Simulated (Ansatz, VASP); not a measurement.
**ZnO2 in VASP and in Ansatz**

Contents of INCAR:

```
ALGO = Normal ; EDIFF = 1E-6
ENCUT = 520 ; GGA = PS
ISIF = 2 ; ISMEAR = 0
LASPH = T ; LCHARG = F
LREAL = F ; LWAVE = F
NBANDS = 60 ; NELM = 100
PREC = Accurate ; SIGMA = 0.05
```

The input KPOINTS:

```
k-points
0
Gamma
  6 6 6
```

Contents of POSCAR:

```
ZnO2
1.0
    4.8679643640      0.0000000000      0.0000000000
    0.0000000000      4.8679643640      0.0000000000
    0.0000000000      0.0000000000      4.8679643640
Zn O
4 8
Direct
    0.0000000000      0.5000000000      0.5000000000
    0.5000000000      0.5000000000      0.0000000000
    0.5000000000      0.0000000000      0.5000000000
    0.0000000000      0.0000000000      0.0000000000
    0.4124604578      0.0875395422      0.9124604578
    0.0875395422      0.9124604578      0.4124604578
    0.9124604578      0.4124604578      0.0875395422
    0.5875395422      0.5875395422      0.5875395422
    0.4124604578      0.4124604578      0.4124604578
    0.0875395422      0.5875395422      0.9124604578
    0.9124604578      0.0875395422      0.5875395422
    0.5875395422      0.9124604578      0.0875395422
```

Input for Ansatz:

```yaml
crystal:
  lattice:
    - [4.867964364, 0.0, 0.0]
    - [0.0, 4.867964364, 0.0]
    - [0.0, 0.0, 4.867964364]
  atoms:
    - { symbol: Zn, position: [0.0, 0.5, 0.5] }
    - { symbol: Zn, position: [0.5, 0.5, 0.0] }
    - { symbol: Zn, position: [0.5, 0.0, 0.5] }
    - { symbol: Zn, position: [0.0, 0.0, 0.0] }
    - { symbol: O, position: [0.4124604578, 0.0875395422, 0.9124604578] }
    - { symbol: O, position: [0.0875395422, 0.9124604578, 0.4124604578] }
    - { symbol: O, position: [0.9124604578, 0.4124604578, 0.0875395422] }
    - { symbol: O, position: [0.5875395422, 0.5875395422, 0.5875395422] }
    - { symbol: O, position: [0.4124604578, 0.4124604578, 0.4124604578] }
    - { symbol: O, position: [0.0875395422, 0.5875395422, 0.9124604578] }
    - { symbol: O, position: [0.9124604578, 0.0875395422, 0.5875395422] }
    - { symbol: O, position: [0.5875395422, 0.9124604578, 0.0875395422] }
basis:
  ecutwfc: 520.0
kpoints:
  mp_grid: { grid: [6, 6, 6] }
hamiltonian:
  xc: pbesol
scf:
  occupations: { method: gaussian, width: 0.05 }
output:
  forces: true
  stress: true
  eigenvalues: true
  write_density: true
  write_potential: true
  elf: true
  volumetric_format: npy
```

Alike in both runs: task single point; functional PBEsol; k mesh 6 × 6 × 6; occupations gaussian, width 0.05 eV; no spin polarisation.

|  | VASP | Ansatz |
| --- | --- | --- |
| version | VASP 6.6.1 | Ansatz 0.2.0 |
| potentials or method | VASP PAW PBE potentials, release 64 (Zn, O), cutoff 520 eV | scalar-relativistic, plane waves, PAW |
| valence electrons in the cell | 96 | 96 |

Ansatz gave:

- gap on the k mesh at the Fermi level (eV): 2.23
- least direct gap on the mesh (eV): 2.38
- pressure (GPa): 0.0
- rms of the force components (eV/Å): 0.001

Task: Which values does VASP return?

Result: gap on the k mesh at the Fermi level (eV): 2.20; least direct gap on the mesh (eV): 2.35; pressure (GPa): 1.2; rms of the force components (eV/Å): 0.078.

VASP's potentials were made for PBE, not for PBEsol. Atom by atom the forces differ by 0.080 eV/Å (rms over components). With one functional, cell and mesh, what is left measures potentials, basis and numerics.
